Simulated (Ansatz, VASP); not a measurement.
AlN: VASP beside Ansatz

The input INCAR:

```
SYSTEM = AlN
PREC     = Accurate       ! precision mode
ENCUT    = 520            ! plane-wave cutoff, eV
EDIFF    = 1E-6           ! SCF threshold, eV
ISMEAR   = 0              ! smearing method
SIGMA    = 0.05           ! smearing width, eV
LREAL    = .False.        ! projectors in reciprocal space
LASPH    = .True.         ! aspherical terms in the spheres
NELM     = 80             ! most SCF steps
ALGO     = Normal         ! electronic algorithm
ISIF     = 2              ! what is computed and relaxed
LWAVE    = .False.        ! write WAVECAR
LCHARG   = .False.        ! write CHGCAR
GGA      = PS             ! functional
NBANDS   = 16             ! bands
```

Contents of KPOINTS:

```
regular mesh
0
Gamma
  9 9 6
  0 0 0
```

Contents of POSCAR:

```
AlN
1.0
    3.2477849220      0.0000000000      0.0000000000
   -1.6238924610      2.8126642485      0.0000000000
    0.0000000000      0.0000000000      4.0727193266
Al N
2 2
Direct
    0.3333333333      0.6666666667      0.7500000000
    0.6666666667      0.3333333333      0.2500000000
    0.3333333333      0.6666666667      0.2500000000
    0.6666666667      0.3333333333      0.7500000000
```

Input for Ansatz:

```yaml
crystal:
  lattice:
    - [3.247784922, 0.0, 0.0]
    - [-1.623892461, 2.8126642485, 0.0]
    - [0.0, 0.0, 4.0727193266]
  atoms:
    - { symbol: Al, position: [0.3333333333, 0.6666666667, 0.75] }
    - { symbol: Al, position: [0.6666666667, 0.3333333333, 0.25] }
    - { symbol: "N", position: [0.3333333333, 0.6666666667, 0.25] }
    - { symbol: "N", position: [0.6666666667, 0.3333333333, 0.75] }
basis:
  ecutwfc: 520.0
kpoints:
  mp_grid: { grid: [9, 9, 6] }
hamiltonian:
  xc: pbesol
  pseudopotentials: { kind: paw, azcp: { folder: soft_1 } }
scf:
  occupations: { method: gaussian, width: 0.05 }
output:
  forces: true
  stress: true
  eigenvalues: true
```

Alike in both runs: task single point; functional PBEsol; k mesh 9 × 9 × 6; occupations gaussian, width 0.05 eV; no spin polarisation.

```csv
,VASP,Ansatz
version,VASP 6.6.1,Ansatz 0.2.0
potentials or method,"VASP PAW PBE potentials, release 64 (Al, N), cutoff 520 eV","scalar-relativistic, plane waves, PAW"
valence electrons in the cell,16,16
```

|  | VASP | Ansatz | Ansatz less VASP |
| --- | --- | --- | --- |
| gap on the k mesh at the Fermi level (eV) | 3.70 | 3.68 | -0.015 |
| least direct gap on the mesh (eV) | 3.70 | 3.68 | -0.015 |
| pressure (GPa) | 11.7 | 11.7 | -0.07 |
| traceless stress, the component that is largest in VASP (GPa) | -1.27 | -1.26 | +0.013 |

VASP's potentials were made for PBE, not for PBEsol, and Ansatz warns of the same on its side. With one functional, cell and mesh, what is left measures potentials, basis and numerics.
